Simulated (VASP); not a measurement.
The system is PbSe.

```
CELL_PARAMETERS angstrom
2.15488 -6.13395 0.00000
2.15488 6.13395 0.00000
0.00000 0.00000 4.45049
ATOMIC_POSITIONS crystal
Pb 0.63176 0.36824 0.75000
Pb 0.36824 0.63176 0.25000
Se 0.86129 0.13871 0.75000
Se 0.13871 0.86129 0.25000
```

Base run:

| Quantity | Value |
| --- | --- |
| Program | VASP 6.6.1 |
| Functional | BLYP |
| Potentials or basis | VASP PAW PBE potentials, release 64 (Pb_d, Se) |
| Cutoff | 520 eV |
| k mesh | 6 × 6 × 6 |
| Occupations | fermi-dirac, width 0.1 eV |
| Spin | no spin polarisation |

Its results: band gap on the k mesh 1.18 eV (least direct gap 1.32 eV); pressure 4.5 GPa; largest force 0.228 eV/Å.

The run is repeated on the same cell with these changes: functional from BLYP to PBEsol; further incar settings from ALGO = Normal; EDIFF = 1e-06; NBANDS = 28 to ALGO = Normal; EDIFF = 1e-07; NBANDS = 28. What comes out?

Band gap on the k mesh 1.07 eV (least direct gap 1.19 eV); pressure -1.7 GPa; largest force 0.057 eV/Å.

Caveats: the PAW data sets were made with another functional, which shifts forces and pressure a little; spin-orbit coupling is left out, which moves the levels of the heavy elements; the cell stands under pressure (at least some runs).

A k mesh can miss the band edges.
